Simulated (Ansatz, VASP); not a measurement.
One calculation of Cs, two programs

```
Cs
1.0
    -3.70767    3.70767    2.00772
     3.70767   -3.70767    2.00772
     3.70767    3.70767   -2.00772
Cs
2
Direct
  0.62500 0.87500 0.75000
  0.37500 0.12500 0.25000
```

Change from the starting cell: volume scaled by 0.45, LAPW.

Alike in both runs: task single point; functional PBE; k mesh 9 × 9 × 9; occupations fermi-dirac, width 0.08 eV; no spin polarisation.

```csv
,VASP,Ansatz
version,VASP 6.6.1,Ansatz 0.2.0
potentials or method,"VASP PAW PBE potentials, release 64 (Cs_sv), cutoff 520 eV","all-electron LAPW, scalar-relativistic"
```

|  | VASP | Ansatz | Ansatz less VASP |
| --- | --- | --- | --- |
| pressure (GPa) | 3.7 | 3.7 | -0.03 |
| traceless stress, the component that is largest in VASP (GPa) | -0.24 | -0.24 | 0.000 |

Ansatz ran all-electron here, and VASP with PAW potentials.

Spin-orbit coupling is off throughout.
